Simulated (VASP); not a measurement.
Here is a VASP 6.6.1 calculation.

INCAR

```
PREC     = Accurate       # precision mode
ENCUT    = 520            # plane-wave cutoff, eV
EDIFF    = 1E-6           # SCF threshold, eV
ISMEAR   = 0              # smearing method
SIGMA    = 0.025          # smearing width, eV
LREAL    = F              # projectors in reciprocal space
LASPH    = T              # aspherical terms in the spheres
NELM     = 100            # most SCF steps
ALGO     = Fast           # electronic algorithm
ISIF     = 2              # what is computed and relaxed
LWAVE    = F              # write WAVECAR
LCHARG   = F              # write CHGCAR
GGA      = PE             # functional
NBANDS   = 13             # bands
```

Contents of KPOINTS:

```
regular mesh
0
Gamma
  12 12 12
```

Contents of POSCAR:

```
W
1.0
   -1.5823450000      1.5823450000      1.5823450000
    1.5823450000     -1.5823450000      1.5823450000
    1.5823450000      1.5823450000     -1.5823450000
W
1
Direct
    0.0000000000      0.0000000000      0.0000000000
```

Potentials or basis: VASP PAW PBE potentials, release 64 (W_sv).

Run with:

```bash
$ cat potpaw_PBE.64/W_sv/POTCAR > POTCAR
$ mpirun -np 1 vasp_std > vasp.out
```

Task: What does it give for the band gap on the k mesh?

Result: Zero (bands 7 and 8 overlap by 6.39 eV).

Task: What does it give for the pressure?

Result: 6.6 GPa.

Caveat: the cell stands under pressure; spin-orbit coupling is left out, which moves the levels of the heavy elements.
